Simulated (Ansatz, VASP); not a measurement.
# HfO2 in VASP and in Ansatz

```
Hf O
1.0
     5.11800    0.00000    0.00000
     0.00000    5.18570    0.00000
    -0.85866    0.00000    5.21387
Hf O
4 8
Direct
  0.27550 0.46030 0.70800
  0.72450 0.96030 0.79200
  0.72450 0.53970 0.29200
  0.27550 0.03970 0.20800
  0.07420 0.16840 0.84670
  0.92580 0.66840 0.65330
  0.92580 0.83160 0.15330
  0.07420 0.33160 0.34670
  0.44870 0.74190 0.98010
  0.55130 0.24190 0.51990
  0.55130 0.25810 0.01990
  0.44870 0.75810 0.48010
```

Alike in both runs: task relaxation of cell and atoms; functional BLYP; dispersion D3(BJ); k mesh 5 × 5 × 5; occupations fermi-dirac, width 0.05 eV; no spin polarisation.

|  | VASP | Ansatz |
| --- | --- | --- |
| version | VASP 6.6.1 | Ansatz 0.2.0 |
| potentials or method | VASP PAW PBE potentials, release 64 (Hf_pv, O) | Ansatz PAW |
| plane-wave cutoff (eV) | 600 | 420 |
| valence electrons in the cell | 88 | 152 |

|  | VASP | Ansatz | Ansatz less VASP |
| --- | --- | --- | --- |
| relaxed volume (Å³/atom) | 11.60 | 11.73 | +0.131 |
| relaxed cell length with the largest relative difference (Å) | 5.307 | 5.331 | +0.0234 |

VASP's potentials were made for PBE, not for BLYP. VASP's potentials hold 88 valence electrons a cell and Ansatz's 152, so a difference there can come from the potentials and not from the codes.

Neither program's run includes spin-orbit coupling. Noted on Ansatz's run: odd divisions of the mesh miss points on the zone boundary, where band edges often lie, so the gap on the mesh can be too wide; the plane-wave basis is chosen anew once the cell has moved, so the energies of steps on either side of that aren't comparable.
